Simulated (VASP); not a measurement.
# AlRu (Pm-3m) in VASP: further runs

AlRu is run at these levels: PBE; tasks: single point.

All numbers are computed with VASP 6.6.1; they aren't measurements. Logs are shortened: lines on timing, memory, paths and dates and some standing lists are left out, and cuts for length are marked.

**1. The cell of the first run**

The structure is cubic, space group Pm-3m (No. 221). Conventional cell: a = 2.992 Å, b = 2.992 Å, c = 2.992 Å, α = 90.00°, β = 90.00°, γ = 90.00°. Within 3.4 Å of Al (site symmetry m-3m) lie 8 Ru at 2.59 Å and 6 Al at 2.99 Å. Within 3.4 Å of Ru (site symmetry m-3m) lie 8 Al at 2.59 Å and 6 Ru at 2.99 Å.

**2. Single point, PBE**

INCAR reads:

```
SYSTEM = AlRu
PREC = Accurate
ENCUT = 520
EDIFF = 1E-6
ISMEAR = -1
SIGMA = 0.05
LREAL = .False.
LASPH = .True.
NELM = 60
ALGO = Normal
ISIF = 2
LWAVE = .False.
LCHARG = .False.
GGA = PE
NBANDS = 16
```

KPOINTS reads:

```
Automatic mesh
0
Gamma
  12 12 12
  0 0 0
```

POSCAR reads:

```
AlRu
1.0
    2.9916000000      0.0000000000      0.0000000000
    0.0000000000      2.9916000000      0.0000000000
    0.0000000000      0.0000000000      2.9916000000
Al Ru
1 1
Direct
    0.0000000000      0.0000000000      0.0000000000
    0.5000000000      0.5000000000      0.5000000000
```

Potentials or basis: VASP PAW PBE potentials, release 64 (Al, Ru_pv).

Launch:

```sh
> cat potpaw_PBE.64/Al/POTCAR potpaw_PBE.64/Ru_pv/POTCAR > POTCAR
> mpirun -np 1 vasp_std > vasp.out
```

OUTCAR:

```text
SYSTEM = AlRu
   PREC = Accurate
   ENCUT = 520
   EDIFF = 1E-6
   ISMEAR = -1
   LREAL = .False.
   LASPH = .True.
   NELM = 60
   ISIF = 2
   GGA = PE

 ion  position               nearest neighbor table
   1  0.000  0.000  0.000-   2 2.59   2 2.59   2 2.59   2 2.59   2 2.59   2 2.59   2 2.59   2 2.59

   2  0.500  0.500  0.500-   1 2.59   1 2.59   1 2.59   1 2.59   1 2.59   1 2.59   1 2.59   1 2.59

  LATTYP: Found a simple cubic cell.
 ALAT       =     2.9916000000

  Lattice vectors:

 A1 = (   2.9916000000,   0.0000000000,   0.0000000000)
 A2 = (   0.0000000000,   2.9916000000,   0.0000000000)
 A3 = (   0.0000000000,   0.0000000000,   2.9916000000)

Analysis of symmetry for initial positions (statically):
=====================================================================
 Subroutine PRICEL returns:
 Original cell was already a primitive cell.

 Routine SETGRP: Setting up the symmetry group for a
 simple cubic supercell.

 Subroutine GETGRP returns: Found 48 space group operations
 (whereof 48 operations were pure point group operations)
 out of a pool of 48 trial point group operations.

The static configuration has the point symmetry O_h .

Analysis of symmetry for dynamics (positions and initial velocities):
=====================================================================
 Subroutine PRICEL returns:
 Original cell was already a primitive cell.

 Routine SETGRP: Setting up the symmetry group for a
 simple cubic supercell.

 Subroutine GETGRP returns: Found 48 space group operations
 (whereof 48 operations were pure point group operations)
 out of a pool of 48 trial point group operations.

The dynamic configuration has the point symmetry O_h .

 Subroutine INISYM returns: Found 48 space group operations
 (whereof 48 operations are pure point group operations),
 and found     1 'primitive' translations

----------------------------------------------------------------------------------------

                                     Primitive cell

  volume of cell :      26.7738

  direct lattice vectors                    reciprocal lattice vectors
     2.991600000  0.000000000  0.000000000     0.334269287  0.000000000  0.000000000
     0.000000000  2.991600000  0.000000000     0.000000000  0.334269287  0.000000000
     0.000000000  0.000000000  2.991600000     0.000000000  0.000000000  0.334269287

  length of vectors
     2.991600000  2.991600000  2.991600000     0.334269287  0.334269287  0.334269287

  position of ions in fractional coordinates (direct lattice)
     0.000000000  0.000000000  0.000000000
     0.500000000  0.500000000  0.500000000
[... 68 lines left out ...]
   PREC   = accura    normal or accurate (medium, high low for compatibility)
   ISTART =      0    job   : 0-new  1-cont  2-samecut
   ICHARG =      2    charge: 1-file 2-atom 10-const
   ISPIN  =      1    spin polarized calculation?
   LNONCOLLINEAR =      F non collinear calculations
   LSORBIT =      F    spin-orbit coupling
   LASPH  =      T    aspherical Exc in radial PAW
   ENCUT  =  520.0 eV  38.22 Ry    6.18 a.u.   5.56  5.56  5.56*2*pi/ulx,y,z
   NELM   =     60;   NELMIN=  2; NELMDL= -5     # of ELM steps
   EDIFF  = 0.1E-05   stopping-criterion for ELM
   LREAL  =      F    real-space projection
   EDIFFG = 0.1E-04   stopping-criterion for IOM
   NSW    =      0    number of steps for IOM
   IBRION =     -1    ionic relax: 0-MD 1-quasi-New 2-CG
   NFREE  =      0    steps in history (QN), initial steepest desc. (CG)
   ISIF   =      2    stress and relaxation
   ISYM   =      2    0-nonsym 1-usesym 2-fastsym
   POTIM  = 0.5000    time-step for ionic-motion
   TEBEG  =    0.0;   TEEND  =   0.0 temperature during run
   PSTRESS=    0.0 pullay stress
   NELECT =      17.0000    total number of electrons
   NUPDOWN=      -1.0000    fix difference up-down
   EMIN   =  10.00;   EMAX   =-10.00  energy-range for DOS
   EFERMI =   0.00;   METHOD = LEGACY
   ISMEAR =    -1;   SIGMA  =   0.05  broadening in eV -4-tet -1-fermi 0-gaus
   EFERMI_NEDOS =   21; number of points for ismear=-14 and -15
   IALGO  =     38    algorithm
   IMIX   =      4    mixing-type and parameters
     AMIX     =   0.40;   BMIX     =  1.00
     AMIX_MAG =   1.60;   BMIX_MAG =  1.00
  volume/ion in A,a.u.               =      13.39        90.34
  Fermi-wavevector in a.u.,A,eV,Ry     =   1.407087  2.659009 26.938090  1.979894
  Thomas-Fermi vector in A             =   2.529382
   LORBIT       =      0    0 simple, 1 ext, 2 COOP (PROOUT), +10 PAW based schemes
   GGA     = PE    functional components
[... 5 lines left out ...]
 non-spin polarized calculation
  energy-cutoff  :      520.00
  volume of cell :       26.77
 maximum number of plane-waves:       739
 NGX is ok and might be reduce to    24
   NGX = 11   NGY = 11   NGZ = 11

 number of electron      16.9999995 magnetization

 Free energy of the ion-electron system (eV)
  ---------------------------------------------------
  ext. energy  EPLUGINS =         0.00000000
  ---------------------------------------------------
  free energy    TOTEN  =       -14.26871511 eV

  energy without entropy =      -14.25681449  energy(sigma->0) =      -14.26276480

 E-fermi :  10.7051     XC(G=0): -12.5666

 val. band max:       10.6984334012   @ k =   0.4167   0.3333   0.1667
 cond. band min:      10.7178956609   @ k =   0.2500   0.0833   0.0833
 fundamental gap:      0.0194622597
 Fermi energy:        10.7051499737

 k-point     1 :       0.0000    0.0000    0.0000
  band No.  band energies     occupation
      1     -31.0542      2.00000
      2     -31.0542      2.00000
      3     -31.0542      2.00000
      4       1.0419      2.00000
      5       7.1515      2.00000
      6       7.1515      2.00000
[... 433 lines left out ...]
      3     -31.0239      2.00000
      4       4.6965      2.00000
      5       6.8030      2.00000
      6       8.8075      2.00000
[... 8 lines left out ...]
     15      23.0895      0.00000
     16      25.9073      0.00000

 [... further k-points ...]
[... 5 lines left out ...]
  --------------------------------------------------------------------------------------
  -------------------------------------------------------------------------------------
  Total        0.4092476      0.4092476      0.4092476      0.0000000      0.0000000     -0.0000000
  in kB       24.4898529     24.4898529     24.4898529      0.0000000      0.0000000     -0.0000000
  external PRESSURE =      24.4898529 kB  Pullay stress =       0.0000000 kB

 VOLUME and BASIS-vectors are now :
 -----------------------------------------------------------------------------
  energy-cutoff  :      520.00
  volume of cell :       26.77
      direct lattice vectors                 reciprocal lattice vectors
     2.991600000  0.000000000  0.000000000     0.334269287  0.000000000  0.000000000
     0.000000000  2.991600000  0.000000000     0.000000000  0.334269287  0.000000000
     0.000000000  0.000000000  2.991600000     0.000000000  0.000000000  0.334269287

 POSITION                                       TOTAL-FORCE (eV/Angst)
 -----------------------------------------------------------------------------------
      0.00000      0.00000      0.00000         0.000000      0.000000      0.000000
      1.49580      1.49580      1.49580         0.000000      0.000000      0.000000
 -----------------------------------------------------------------------------------
    total drift:                                0.000000     -0.000000     -0.000000

  FREE ENERGIE OF THE ION-ELECTRON SYSTEM (eV)
  ---------------------------------------------------
  free  energy   TOTEN  =       -14.2687151071 eV

  energy  without entropy=      -14.2568144888  energy(sigma->0) =      -14.26276480
```

stdout:

```text
POSCAR found type information on POSCAR AlRu
 POSCAR found :  2 types and       2 ions
 scaLAPACK will be used
 LDA part: xc-table for (Slater+PW92), standard interpolation
 POSCAR, INCAR and KPOINTS ok, starting setup
 FFT: planning ... GRIDC
 FFT: planning ... GRID_SOFT
 FFT: planning ... GRID
 WAVECAR not read
 entering main loop
```

Wall time 10 s (1 thread of Intel Xeon 6975P-C (Granite Rapids), shared host); peak memory 0.15 GiB.

Results:

```
Free energy : -14.2687 eV
Pressure    : 2.4 GPa
```

(Continued in part 2 of 2.)
